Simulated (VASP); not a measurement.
## NaCl: relaxation of cell and atoms with BLYP+D3(BJ)

The system is NaCl.

```
Cl Na
1.0
     0.00000    2.79406    2.79406
     2.79406    0.00000    2.79406
     2.79406    2.79406    0.00000
Cl Na
1 1
Direct
  0.50000 0.50000 0.50000
  0.00000 0.00000 0.00000
```

* Program: VASP 6.6.1
* Task: relaxation of cell and atoms
* Functional: BLYP
* Dispersion: D3(BJ)
* Potentials or basis: VASP PAW PBE potentials, release 64 (Cl, Na_pv)
* Cutoff: 600 eV
* k mesh: 8 × 8 × 8
* Occupations: fermi-dirac, width 0.05 eV
* Spin: no spin polarisation
* Dipole correction: no
* Further INCAR settings: ALGO = Normal; EDIFF = 1e-06; IBRION = 2; EDIFFG = -0.01; NSW = 60; ISIF = 3

The relaxed volume is 20.83 Å³/atom and the relaxed cell is a = 3.891 Å, b = 3.891 Å, c = 3.891 Å, α = 60.00°, β = 60.00°, γ = 60.00°. The space group after relaxing (to 0.1 Å) is Fm-3m (No. 225) and the energy gained by relaxing is 4.2 meV/atom. The ionic steps are 4, the pressure after relaxing is 0.0 GPa and the band gap on the k mesh is 5.47 eV. The dispersion energy per atom is -0.517 eV.

The path:
```
step  energy change (eV)  largest force (eV/Å)  pressure (GPa)  volume (Å³)
   1              0.0000                0.0000           -1.30        43.63
   2             -0.0067                0.0000           -0.59        42.52
   3             -0.0083                0.0000           -0.11        41.82
   4             -0.0084                0.0000            0.01        41.67
```

Final structure:
```cif
data_structure
_symmetry_space_group_name_H-M 'P 1'
_symmetry_Int_Tables_number 1
_cell_length_a 3.8913
_cell_length_b 3.8913
_cell_length_c 3.8913
_cell_angle_alpha 60.000
_cell_angle_beta 60.000
_cell_angle_gamma 60.000
_cell_volume 41.67
loop_
_atom_site_label
_atom_site_type_symbol
_atom_site_fract_x
_atom_site_fract_y
_atom_site_fract_z
_atom_site_occupancy
Cl1 Cl 0.50000 0.50000 0.50000 1
Na1 Na 0.00000 0.00000 0.00000 1
```

Levels at points of the mesh, in eV from the valence-band top:
```csv
k point,band 3,band 4,band 5,band 6,band 7,band 8,band 9,band 10,band 11
"(0.00, 0.00, 0.00)",-20.96,-12.81,0.00,0.00,0.00,5.47,11.21,11.21,11.21
"(0.50, 0.00, 0.00)",-20.97,-12.39,-2.14,-0.31,-0.31,7.51,11.14,11.14,11.28
"(0.50, 0.50, 0.00)",-20.98,-12.34,-1.84,-0.67,-0.67,7.70,8.14,11.99,15.44
```

Run time: 52 s on 1 thread of Intel Xeon 8259CL, on a shared host, peak memory 0.19 GiB.

Caveat: the PAW data sets were made with another functional, which shifts forces and pressure a little.
